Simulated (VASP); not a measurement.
# PtS2 (P-3m1) in VASP: notebook

The runs below take PtS2 through single point, with LDA.

Program: VASP 6.6.1. These are calculated values, not measurements. Logs are shortened: lines on timing, memory, paths and dates and some standing lists are left out, and cuts for length are marked.

## (1) The cell of the first run

Symmetry: P-3m1, No. 164, trigonal system. Conventional cell: a = 3.471 Å, b = 3.471 Å, c = 4.936 Å, α = 90.00°, β = 90.00°, γ = 120.00°. Within 3.0 Å of Pt (site symmetry -3m) lie 6 S at 2.30 Å. S (site symmetry 3m) has 3 Pt at 2.30 Å within 3.0 Å.

## (2) Single point, LDA

INCAR reads:

```
ALGO = Normal
EDIFF = 1E-7
ENCUT = 520
GGA = CA
ISIF = 2
ISMEAR = -1
LASPH = T
LCHARG = F
LREAL = F
LWAVE = F
NBANDS = 18
NELM = 80
PREC = Accurate
SIGMA = 0.05
```

KPOINTS reads:

```
k-points
0
Gamma
  9 9 5
```

POSCAR reads:

```
PtS2
1.0
    3.4708695004      0.0000000000      0.0000000000
   -1.7354347502      3.0058611606      0.0000000000
    0.0000000000      0.0000000000      4.9359384846
Pt S
1 2
Direct
    0.0000000000      0.0000000000      0.0000000000
    0.6666666667      0.3333333333      0.7730000000
    0.3333333333      0.6666666667      0.2270000000
```

Potentials or basis: VASP PAW LDA potentials, release 64 (Pt, S).

Started as:

```console
$ cat potpaw_LDA.64/Pt/POTCAR potpaw_LDA.64/S/POTCAR > POTCAR
$ mpirun -np 1 vasp_std > vasp.out
```

OUTCAR:

```text
EDIFF = 1E-7
   ENCUT = 520
   GGA = CA
   ISIF = 2
   ISMEAR = -1
   LASPH = T
   LREAL = F
   NELM = 80
   PREC = Accurate

 ion  position               nearest neighbor table
   1  0.000  0.000  0.000-   2 2.30   3 2.30   2 2.30   3 2.30   2 2.30   3 2.30
   2  0.667  0.333  0.773-   1 2.30   1 2.30   1 2.30
   3  0.333  0.667  0.227-   1 2.30   1 2.30   1 2.30

  LATTYP: Found a hexagonal cell.
 ALAT       =     3.4708695004
 C/A-ratio  =     1.4221043125

  Lattice vectors:

 A1 = (   3.4708695004,   0.0000000000,   0.0000000000)
 A2 = (  -1.7354347502,   3.0058611606,   0.0000000000)
 A3 = (   0.0000000000,   0.0000000000,   4.9359384846)

Analysis of symmetry for initial positions (statically):
=====================================================================
 Subroutine PRICEL returns:
 Original cell was already a primitive cell.

 Routine SETGRP: Setting up the symmetry group for a
 hexagonal supercell.

 Subroutine GETGRP returns: Found 12 space group operations
 (whereof 12 operations were pure point group operations)
 out of a pool of 24 trial point group operations.

The static configuration has the point symmetry D_3d.

Analysis of symmetry for dynamics (positions and initial velocities):
=====================================================================
 Subroutine PRICEL returns:
 Original cell was already a primitive cell.

 Routine SETGRP: Setting up the symmetry group for a
 hexagonal supercell.

 Subroutine GETGRP returns: Found 12 space group operations
 (whereof 12 operations were pure point group operations)
 out of a pool of 24 trial point group operations.

The dynamic configuration has the point symmetry D_3d.

 Subroutine INISYM returns: Found 12 space group operations
 (whereof 12 operations are pure point group operations),
 and found     1 'primitive' translations

----------------------------------------------------------------------------------------

                                     Primitive cell

  volume of cell :      51.4964

  direct lattice vectors                    reciprocal lattice vectors
     3.470869500  0.000000000  0.000000000     0.288112244  0.166341682  0.000000000
    -1.735434750  3.005861161  0.000000000     0.000000000  0.332683363  0.000000000
     0.000000000  0.000000000  4.935938485     0.000000000  0.000000000  0.202595718

[... 77 lines left out ...]
   ISTART =      0    job   : 0-new  1-cont  2-samecut
   ICHARG =      2    charge: 1-file 2-atom 10-const
   ISPIN  =      1    spin polarized calculation?
   LNONCOLLINEAR =      F non collinear calculations
   LSORBIT =      F    spin-orbit coupling
   LASPH  =      T    aspherical Exc in radial PAW
   ENCUT  =  520.0 eV  38.22 Ry    6.18 a.u.   6.45  6.45  9.18*2*pi/ulx,y,z
   NELM   =     80;   NELMIN=  2; NELMDL= -5     # of ELM steps
   EDIFF  = 0.1E-06   stopping-criterion for ELM
   LREAL  =      F    real-space projection
   EDIFFG = 0.1E-05   stopping-criterion for IOM
   NSW    =      0    number of steps for IOM
   IBRION =     -1    ionic relax: 0-MD 1-quasi-New 2-CG
   NFREE  =      0    steps in history (QN), initial steepest desc. (CG)
   ISIF   =      2    stress and relaxation
   ISYM   =      2    0-nonsym 1-usesym 2-fastsym
   POTIM  = 0.5000    time-step for ionic-motion
   TEBEG  =    0.0;   TEEND  =   0.0 temperature during run
   PSTRESS=    0.0 pullay stress
   NELECT =      22.0000    total number of electrons
   NUPDOWN=      -1.0000    fix difference up-down
   EMIN   =  10.00;   EMAX   =-10.00  energy-range for DOS
   EFERMI =   0.00;   METHOD = LEGACY
   ISMEAR =    -1;   SIGMA  =   0.05  broadening in eV -4-tet -1-fermi 0-gaus
   EFERMI_NEDOS =   21; number of points for ismear=-14 and -15
   IALGO  =     38    algorithm
   IMIX   =      4    mixing-type and parameters
     AMIX     =   0.40;   BMIX     =  1.00
     AMIX_MAG =   1.60;   BMIX_MAG =  1.00
  volume/ion in A,a.u.               =      17.17       115.84
  Fermi-wavevector in a.u.,A,eV,Ry     =   1.232982  2.329998 20.684184  1.520245
  Thomas-Fermi vector in A             =   2.367730
   LORBIT       =      0    0 simple, 1 ext, 2 COOP (PROOUT), +10 PAW based schemes
   GGA     = CA    functional components
   LHFCALC =     F    Hartree Fock is set to
   AEXX    =    0.0000 exact exchange contribution
   IVDW    =     0    specifies the selected vdW correction
   LEPSILON=     F    determine dielectric tensor
   LRPA    =     F    only Hartree local field effects (RPA)
 non-spin polarized calculation
  energy-cutoff  :      520.00
  volume of cell :       51.50
 maximum number of plane-waves:      1411
 NGX is ok and might be reduce to    28
   NGX = 13   NGY = 13   NGZ = 19

 number of electron      22.0000001 magnetization

 Free energy of the ion-electron system (eV)
  ---------------------------------------------------
  ext. energy  EPLUGINS =         0.00000000
  ---------------------------------------------------
  free energy    TOTEN  =       -17.93638795 eV

  energy without entropy =      -17.93638262  energy(sigma->0) =      -17.93638529

 E-fermi :   8.0160     XC(G=0): -11.1969

 val. band max:        7.5609456756   @ k =   0.0000   0.2222   0.2000
 cond. band min:       8.5374418215   @ k =   0.3333   0.3333   0.0000
 fundamental gap:      0.9764961459
 Fermi energy:         8.0159941422

 k-point     1 :       0.0000    0.0000    0.0000
  band No.  band energies     occupation
      1      -8.6246      2.00000
      2      -4.9190      2.00000
      3      -0.1499      2.00000
      4      -0.1499      2.00000
      5       0.0107      2.00000
      6       3.1172      2.00000
[... 481 lines left out ...]
      5       1.4647      2.00000
      6       1.7821      2.00000
[... 10 lines left out ...]
     17      15.9763      0.00000
     18      18.0709      0.00000

 [... further k-points ...]
[... 5 lines left out ...]
  --------------------------------------------------------------------------------------
  -------------------------------------------------------------------------------------
  Total        5.5189543      5.5189543      3.6344852      0.0000000      0.0000000      0.0000000
  in kB      171.7079642    171.7079642    113.0775910      0.0000000      0.0000000      0.0000000
  external PRESSURE =     152.1645065 kB  Pullay stress =       0.0000000 kB

 VOLUME and BASIS-vectors are now :
 -----------------------------------------------------------------------------
  energy-cutoff  :      520.00
  volume of cell :       51.50
      direct lattice vectors                 reciprocal lattice vectors
     3.470869500  0.000000000  0.000000000     0.288112244  0.166341682  0.000000000
    -1.735434750  3.005861161  0.000000000     0.000000000  0.332683363  0.000000000
     0.000000000  0.000000000  4.935938485     0.000000000  0.000000000  0.202595718

 POSITION                                       TOTAL-FORCE (eV/Angst)
 -----------------------------------------------------------------------------------
      0.00000      0.00000      0.00000         0.000000      0.000000      0.000000
      1.73543      1.00195      3.81548        -0.000000      0.000000     -1.840466
     -0.00000      2.00391      1.12046         0.000000     -0.000000      1.840466
 -----------------------------------------------------------------------------------
    total drift:                                0.000000     -0.000000      0.000000

  FREE ENERGIE OF THE ION-ELECTRON SYSTEM (eV)
  ---------------------------------------------------
  free  energy   TOTEN  =       -17.9363879543 eV

  energy  without entropy=      -17.9363826183  energy(sigma->0) =      -17.93638529
```

stdout:

```text
POSCAR found type information on POSCAR PtS
 POSCAR found :  2 types and       3 ions
 scaLAPACK will be used
 LDA part: xc-table for (Slater(with rela. corr.)+CA(PZ))
 , standard interpolation
 POSCAR, INCAR and KPOINTS ok, starting setup
 FFT: planning ... GRIDC
 FFT: planning ... GRID_SOFT
 FFT: planning ... GRID
 WAVECAR not read
 entering main loop
```

Run time: 19 s. Hardware: 1 thread of Intel Xeon 6975P-C (Granite Rapids), shared host; peak memory 0.18 GiB.

What came out:

| Item | Value |
| --- | --- |
| Free energy | -17.9364 eV |
| Pressure | 15.2 GPa |
| Largest force | 1.840 eV/Å |
| Band gap on the k mesh | 0.98 eV, indirect (least direct gap 1.03 eV) |

Forces in eV/Å, atoms in the order of the input:
```
Pt   0.000  0.000  0.000
S    0.000  0.000 -1.840
S    0.000  0.000  1.840
```

Caveat: spin-orbit coupling is left out, which moves the levels of the heavy elements; forces of over 1 eV/Å act on the atoms, so gaps and moduli don't describe the material at rest.

## (3) Single point, LDA

This run uses another cell than the first one, of 17.53 Å³/atom, 1.021 times its volume.

INCAR reads:

```
PREC     = Accurate       # precision mode
ENCUT    = 520            # plane-wave cutoff, eV
EDIFF    = 1E-7           # SCF threshold, eV
ISMEAR   = -1             # smearing method
SIGMA    = 0.05           # smearing width, eV
LREAL    = False          # projectors in reciprocal space
LASPH    = True           # aspherical terms in the spheres
NELM     = 60             # most SCF steps
ALGO     = Normal         # electronic algorithm
ISIF     = 2              # what is computed and relaxed
LWAVE    = False          # write WAVECAR
LCHARG   = False          # write CHGCAR
GGA      = CA             # functional
NBANDS   = 18             # bands
```

KPOINTS reads:

```
Automatic mesh
0
Gamma
  9 9 5
```

POSCAR reads:

```
PtS2
1.0
    3.4953130487      0.0000000000      0.0000000000
   -1.7476565244      3.0270298944      0.0000000000
    0.0000000000      0.0000000000      4.9706997601
Pt S
1 2
Direct
    0.0000000000      0.0000000000      0.0000000000
    0.6666666667      0.3333333333      0.7730000000
    0.3333333333      0.6666666667      0.2270000000
```

Potentials or basis: VASP PAW LDA potentials, release 64 (Pt, S).

Started as:

```console
$ cat potpaw_LDA.64/Pt/POTCAR potpaw_LDA.64/S/POTCAR > POTCAR
$ mpirun -np 1 vasp_std > vasp.out
```

OUTCAR:

```text
PREC = Accurate
   ENCUT = 520
   EDIFF = 1E-7
   ISMEAR = -1
   LREAL = False
   LASPH = True
   NELM = 60
   ISIF = 2
   GGA = CA

 ion  position               nearest neighbor table
   1  0.000  0.000  0.000-   2 2.31   3 2.31   2 2.31   3 2.31   2 2.31   3 2.31
   2  0.667  0.333  0.773-   1 2.31   1 2.31   1 2.31
   3  0.333  0.667  0.227-   1 2.31   1 2.31   1 2.31

  LATTYP: Found a hexagonal cell.
 ALAT       =     3.4953130487
 C/A-ratio  =     1.4221043125

  Lattice vectors:

[... 194 lines left out ...]
      6       2.9348      2.00000
[... 481 lines left out ...]
      5       1.2698      2.00000
      6       1.6285      2.00000
[... 10 lines left out ...]
     17      15.6164      0.00000
     18      17.7137      0.00000

 [... further k-points ...]
[... 5 lines left out ...]
  --------------------------------------------------------------------------------------
  -------------------------------------------------------------------------------------
  Total        3.9840011      3.9840011      2.7364044     -0.0000000     -0.0000000     -0.0000000
  in kB      121.3695418    121.3695418     83.3624643     -0.0000000     -0.0000000     -0.0000000
  external PRESSURE =     108.7005160 kB  Pullay stress =       0.0000000 kB

 VOLUME and BASIS-vectors are now :
 -----------------------------------------------------------------------------
  energy-cutoff  :      520.00
  volume of cell :       52.59
      direct lattice vectors                 reciprocal lattice vectors
     3.495313049  0.000000000  0.000000000     0.286097407  0.165178415  0.000000000
    -1.747656524  3.027029894  0.000000000     0.000000000  0.330356830  0.000000000
     0.000000000  0.000000000  4.970699760     0.000000000  0.000000000  0.201178918

 POSITION                                       TOTAL-FORCE (eV/Angst)
 -----------------------------------------------------------------------------------
      0.00000      0.00000      0.00000        -0.000000     -0.000000      0.000000
      1.74766      1.00901      3.84235        -0.000000     -0.000000     -1.466159
     -0.00000      2.01802      1.12835         0.000000      0.000000      1.466159
 -----------------------------------------------------------------------------------
    total drift:                                0.000000     -0.000000      0.000000

  FREE ENERGIE OF THE ION-ELECTRON SYSTEM (eV)
  ---------------------------------------------------
  free  energy   TOTEN  =       -18.0259076194 eV

  energy  without entropy=      -18.0259009494  energy(sigma->0) =      -18.02590428
```

OSZICAR:

```text
N       E                     dE             d eps       ncg     rms          rms(c)
DAV:   1     0.111410351990E+03    0.11141E+03   -0.10540E+04  1800   0.110E+03
DAV:   2    -0.142736154765E+02   -0.12568E+03   -0.12140E+03  2184   0.226E+02
DAV:   3    -0.194077660682E+02   -0.51342E+01   -0.51026E+01  2298   0.461E+01
DAV:   4    -0.194596589961E+02   -0.51893E-01   -0.51868E-01  2326   0.513E+00
DAV:   5    -0.194604542902E+02   -0.79529E-03   -0.79521E-03  2284   0.619E-01    0.220E+01
DAV:   6    -0.182503815018E+02    0.12101E+01   -0.58710E+00  1894   0.236E+01    0.130E+01
DAV:   7    -0.180703745890E+02    0.18001E+00   -0.10673E+00  1894   0.104E+01    0.643E+00
DAV:   8    -0.180287638220E+02    0.41611E-01   -0.59122E-02  2034   0.209E+00    0.100E+00
DAV:   9    -0.180258377015E+02    0.29261E-02   -0.92390E-03  1996   0.904E-01    0.213E-01
DAV:  10    -0.180259090367E+02   -0.71335E-04   -0.90712E-04  2218   0.220E-01    0.116E-01
DAV:  11    -0.180259103837E+02   -0.13470E-05   -0.55582E-05  2182   0.708E-02    0.386E-02
DAV:  12    -0.180259079860E+02    0.23978E-05   -0.12492E-05  2046   0.346E-02    0.986E-03
DAV:  13    -0.180259076213E+02    0.36471E-06   -0.16738E-06  2018   0.887E-03    0.345E-03
DAV:  14    -0.180259076194E+02    0.18813E-08   -0.15463E-07  1326   0.276E-03
   1 F= -.18025908E+02 E0= -.18025904E+02  d E =-.667003E-05
```

Wall time 18 s (1 thread of Intel Xeon 6975P-C (Granite Rapids), shared host); peak memory 0.18 GiB.

What came out:

```yaml
Free_energy: -18.0259 eV
Pressure: 10.9 GPa
Largest_force: 1.466 eV/Å
Band_gap_on_the_k_mesh: 0.95 eV, indirect (least direct gap 1.01 eV)
```

Forces on the atoms (eV/Å):
```
Pt   0.000  0.000  0.000
S    0.000  0.000 -1.466
S    0.000  0.000  1.466
```

Stress tensor (GPa, compression positive):
```
12.14  0.00  0.00
 0.00 12.14  0.00
 0.00  0.00  8.34
```

Caveat: spin-orbit coupling is left out, which moves the levels of the heavy elements; forces of over 1 eV/Å act on the atoms, so gaps and moduli don't describe the material at rest. LDA gaps usually lie below the measured ones, often by a third to a half.

## (4) Single point, LDA

This run uses another cell than the first one, of 17.90 Å³/atom, 1.043 times its volume.

INCAR reads:

```
SYSTEM = PtS2
ALGO = Normal
EDIFF = 1E-7
ENCUT = 520
ISIF = 2
ISMEAR = -1
LASPH = .True.
LCHARG = .False.
LREAL = .False.
LWAVE = .False.
NBANDS = 18
NELM = 100
PREC = Accurate
SIGMA = 0.05
```

KPOINTS reads:

```
k-points
0
Gamma
  9 9 5
  0 0 0
```

POSCAR reads:

```
PtS2
1.0
    3.5194194177      0.0000000000      0.0000000000
   -1.7597097089      3.0479066223      0.0000000000
    0.0000000000      0.0000000000      5.0049815314
Pt S
1 2
Direct
    0.0000000000      0.0000000000      0.0000000000
    0.6666666667      0.3333333333      0.7730000000
    0.3333333333      0.6666666667      0.2270000000
```

Started as:

```console
$ cat potpaw_LDA.64/Pt/POTCAR potpaw_LDA.64/S/POTCAR > POTCAR
$ mpirun -np 1 vasp_std > vasp.out
```

It took 20 s on 1 thread of Intel Xeon 6975P-C (Granite Rapids), shared host; peak memory 0.18 GiB.

It converged, with:

```
Free energy            : -18.0873 eV
Pressure               : 7.0 GPa
Largest force          : 1.122 eV/Å
Band gap on the k mesh : 0.93 eV, indirect (least direct gap 0.98 eV)
```

Forces on the atoms (eV/Å):
```
Pt   0.000  0.000  0.000
S    0.000  0.000 -1.122
S    0.000  0.000  1.122
```

Stress tensor (GPa, compression positive):
```
7.64 0.00 0.00
0.00 7.64 0.00
0.00 0.00 5.67
```

Levels at points of the mesh, in eV from the valence-band top:
```csv
k point,band 7,band 8,band 9,band 10,band 11,band 12,band 13,band 14,band 15,band 16
"(0.00, 0.00, 0.00)",-4.17,-1.87,-1.18,-1.18,-0.18,2.46,2.46,4.60,5.67,7.80
```

Caveat: spin-orbit coupling is left out, which moves the levels of the heavy elements; forces of over 1 eV/Å act on the atoms, so gaps and moduli don't describe the material at rest. A k mesh can miss the band edges.

(Part 1 of 2 ends here.)
